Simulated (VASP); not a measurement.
Input of a VASP 6.6.1 run:

The input INCAR:

```
SYSTEM = Pb
  ALGO = Normal
  EDIFF = 1E-6
  ENCUT = 520
  GGA = PE
  ISIF = 2
  ISMEAR = 0
  LASPH = .TRUE.
  LCHARG = .FALSE.
  LREAL = .FALSE.
  LWAVE = .FALSE.
  NBANDS = 13
  NELM = 100
  PREC = Accurate
  SIGMA = 0.023
```

The input KPOINTS:

```
k-points
0
G
  9 9 9
  0 0 0
```

POSCAR

```
Pb
1.0
   -1.9796595667      1.9796595667      1.9796595667
    1.9796595667     -1.9796595667      1.9796595667
    1.9796595667      1.9796595667     -1.9796595667
Pb
1
Direct
    0.0000000000      0.0000000000      0.0000000000
```

Potentials or basis: VASP PAW PBE potentials, release 64 (Pb_d).

Run with:

```bash
$ cat potpaw_PBE.64/Pb_d/POTCAR > POTCAR
$ mpirun -np 1 vasp_std > vasp.out
```

**Question.** Predict the pressure.

**Answer.** 0.6 GPa.

**Question.** What does it give for the band gap on the k mesh?

**Answer.** Zero (band 7 reaches 14.46 eV, above the bottom of band 8 at 5.02 eV).

Caveat: spin-orbit coupling is left out, which moves the levels of the heavy elements.
